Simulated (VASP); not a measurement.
**Au: single point with RPBE+D4**

Crystal: Au.

```xyz
1
Lattice="0.0000 1.9935 1.9935 1.9935 0.0000 1.9935 1.9935 1.9935 0.0000" Properties=species:S:1:pos:R:3 pbc="T T T"
Au    0.0000    0.0000    0.0000
```

This cell differs from its parent crystal: volume scaled by 0.94.

```json
{
  "Program": "VASP 6.6.1",
  "Task": "single point",
  "Functional": "RPBE",
  "Dispersion": "D4",
  "Potentials or basis": "VASP PAW PBE potentials, release 64 (Au)",
  "Cutoff": "520 eV",
  "k mesh": "11 × 11 × 11",
  "Occupations": "fermi-dirac, width 0.025 eV",
  "Spin": "collinear spin, ferromagnetic start",
  "Starting moments": "[-0.11] μB"
}
```

```
Pressure                                              : 16.4 GPa
Net moment                                            : 0.00 μB per cell
Valence electrons inside the program's atomic spheres : Au 9.77
Dispersion energy per atom                            : -1.395 eV
```

Levels at points of the mesh, in eV from the Fermi level:
Spin up:
| k point | band 2 | band 3 | band 4 | band 5 | band 6 | band 7 | band 8 | band 9 | band 10 | band 11 |
| --- | --- | --- | --- | --- | --- | --- | --- | --- | --- | --- |
| (0.00, 0.00, 0.00) | -5.09 | -5.09 | -5.09 | -3.38 | -3.38 | 14.39 | 18.84 | 18.84 | 18.84 | 23.96 |
Spin down:
```tsv
k point	band 2	band 3	band 4	band 5	band 6	band 7	band 8	band 9	band 10	band 11
(0.00, 0.00, 0.00)	-5.09	-5.09	-5.09	-3.38	-3.38	14.39	18.84	18.84	18.84	23.96
```

Run time: 16 s on 1 thread of Intel(R) Xeon(R) Platinum 8488C (Sapphire Rapids) (shared host), peak memory 0.16 GiB.

Caveat: the PAW data sets were made with another functional, which shifts forces and pressure a little; spin-orbit coupling is left out, which moves the levels of the heavy elements; pairwise dispersion overbinds metals, which lowers pressure and volume.
